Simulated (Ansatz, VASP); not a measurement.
Au in VASP and in Ansatz

File INCAR:

```
PREC = Accurate
ENCUT = 520
EDIFF = 1E-7
ISMEAR = -1
SIGMA = 0.05
LREAL = False
LASPH = True
NELM = 150
ALGO = Normal
ISIF = 2
LWAVE = False
LCHARG = False
MAGMOM = 0 0 0 0 0 0
LORBIT = 11
LSORBIT = True
GGA_COMPAT = False
LORBMOM = True
LMAXMIX = 4
GGA = PS
NBANDS = 34
```

Contents of KPOINTS:

```
Automatic mesh
0
Gamma
  8 8 4
```

The input POSCAR:

```
Au
1.0
    2.9000000000      0.0000000000      0.0000000000
   -1.4500000000      2.5114736710      0.0000000000
    0.0000000000      0.0000000000      4.8800000000
Au
2
Direct
    0.6666666667      0.3333333333      0.2500000000
    0.3333333333      0.6666666667      0.7500000000
```

File input.yaml:

```yaml
crystal:
  lattice:
    - [2.9, 0.0, 0.0]
    - [-1.45, 2.511473671, 0.0]
    - [0.0, 0.0, 4.88]
  atoms:
    - { symbol: Au, position: [0.6666666667, 0.3333333333, 0.25] }
    - { symbol: Au, position: [0.3333333333, 0.6666666667, 0.75] }
kpoints:
  mp_grid: { grid: [8, 8, 4] }
  band_path:
    path:
      - [0.0, 0.0, 0.0]
      - [0.5, 0.0, 0.0]
      - [0.3333333333, 0.3333333333, 0.0]
      - [0.0, 0.0, 0.0]
      - [0.0, 0.0, 0.5]
      - [0.5, 0.0, 0.5]
      - [0.3333333333, 0.3333333333, 0.5]
      - [0.0, 0.0, 0.5]
    npoints: 10
scf:
  occupations: { method: fermi_dirac, width: 0.05 }
hamiltonian:
  xc: pbesol
  pseudopotentials: { kind: all_electron, lapw: { basis_error: 0.001 } }
magnetization:
  noncollinear: true
  spin_orbit: true
output:
  forces: true
  stress: true
  eigenvalues: true
```

Alike in both runs: functional PBEsol; k mesh 8 × 8 × 4; occupations fermi-dirac, width 0.05 eV; non-collinear spin, spin-orbit coupling.

```csv
,VASP,Ansatz
version,VASP 6.6.1,Ansatz 0.2.0
potentials or method,"VASP PAW PBE potentials, release 64 (Au), cutoff 520 eV","all-electron LAPW, relativistic spinors"
task,single point,band structure
```

|  | VASP | Ansatz | Ansatz less VASP |
| --- | --- | --- | --- |
| pressure (GPa) | -7.4 | -7.5 | -0.14 |
| traceless stress, the component that is largest in VASP (GPa) | -0.39 | -0.36 | +0.026 |

VASP's potentials were made for PBE, not for PBEsol. Ansatz ran all-electron here, and VASP with PAW potentials.

Noted on Ansatz's run: the k mesh is thin for a metal, which can move the energy by tens of meV per atom.
